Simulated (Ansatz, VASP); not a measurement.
Two plane-wave programs on C

POSCAR

```
C
1.0
    2.6353316695      0.0000000000      0.0000000000
   -1.3176658347      2.2822641731      0.0000000000
    0.0000000000      0.0000000000      8.2803246248
C
8
Direct
    0.0000000000      0.0000000000      0.0929334757
    0.0000000000      0.0000000000      0.5929334757
    0.0000000000      0.0000000000      0.4070665243
    0.0000000000      0.0000000000      0.9070665243
    0.3333333333      0.6666666667      0.1554962089
    0.6666666667      0.3333333333      0.6554962089
    0.3333333333      0.6666666667      0.3445037911
    0.6666666667      0.3333333333      0.8445037911
```

Contents of INCAR.step1:

```
  ALGO = Normal
  EDIFF = 1E-4
  ENCUT = 520
  GGA = PE
  ISMEAR = 0
  LASPH = True
  LCHARG = False
  LREAL = False
  LWAVE = True
  NBANDS = 26
  NELM = 80
  PREC = Accurate
  SIGMA = 0.05
```

The input INCAR.step2:

```
  ALGO = Normal
  EDIFF = 1E-6
  ENCUT = 520
  ISIF = 2
  ISMEAR = 0
  ISTART = 1
  LASPH = True
  LCHARG = False
  LMIXTAU = True
  LREAL = False
  LWAVE = False
  METAGGA = R2SCAN
  NBANDS = 26
  NELM = 80
  PREC = Accurate
  SIGMA = 0.05
```

Contents of KPOINTS:

```
k-points
0
Gamma
  12 12 4
```

Input for Ansatz:

```yaml
crystal:
  lattice:
    - [2.6353316695, 0.0, 0.0]
    - [-1.3176658347, 2.2822641731, 0.0]
    - [0.0, 0.0, 8.2803246248]
  atoms:
    - { symbol: C, position: [0.0, 0.0, 0.0929334757] }
    - { symbol: C, position: [0.0, 0.0, 0.5929334757] }
    - { symbol: C, position: [0.0, 0.0, 0.4070665243] }
    - { symbol: C, position: [0.0, 0.0, 0.9070665243] }
    - { symbol: C, position: [0.3333333333, 0.6666666667, 0.1554962089] }
    - { symbol: C, position: [0.6666666667, 0.3333333333, 0.6554962089] }
    - { symbol: C, position: [0.3333333333, 0.6666666667, 0.3445037911] }
    - { symbol: C, position: [0.6666666667, 0.3333333333, 0.8445037911] }
basis:
  ecutwfc: 500
kpoints:
  mp_grid: { grid: [12, 12, 4] }
hamiltonian:
  xc: r2scan
scf:
  occupations: { method: gaussian, width: 0.05 }
output:
  forces: true
  stress: true
  eigenvalues: true
```

Change from the starting cell: strain +0.050 along x and y, +0.000 along z, atoms carried along.

Alike in both runs: task single point; functional r2SCAN; k mesh 12 × 12 × 4; occupations gaussian, width 0.05 eV; no spin polarisation.

|  | VASP | Ansatz |
| --- | --- | --- |
| version | VASP 6.6.1 | Ansatz 0.2.0 |
| potentials or method | VASP PAW PBE potentials, release 64 (C), cutoff 520 eV | scalar-relativistic, plane waves, PAW |
| valence electrons in the cell | 32 | 32 |

VASP gave:

| Quantity | Value |
| --- | --- |
| gap on the k mesh at the Fermi level (eV) | 3.92 |
| least direct gap on the mesh (eV) | 4.77 |
| pressure (GPa) | -34.7 |
| traceless stress, the component that is largest in VASP (GPa) | 33.34 |
| rms of the force components (eV/Å) | 0.039 |

Question: Estimate Ansatz's values.

Answer: gap on the k mesh at the Fermi level (eV): 3.94; least direct gap on the mesh (eV): 4.80; pressure (GPa): -35.5; traceless stress, the component that is largest in VASP (GPa): 33.16; rms of the force components (eV/Å): 0.043.

VASP's potentials were made for PBE, not for r2SCAN. Atom by atom the forces differ by 0.009 eV/Å (rms over components). Both programs put the cell under strong tension, so it lies far from rest at this level.

Noted on VASP's run: the cell as given lies far from equilibrium.
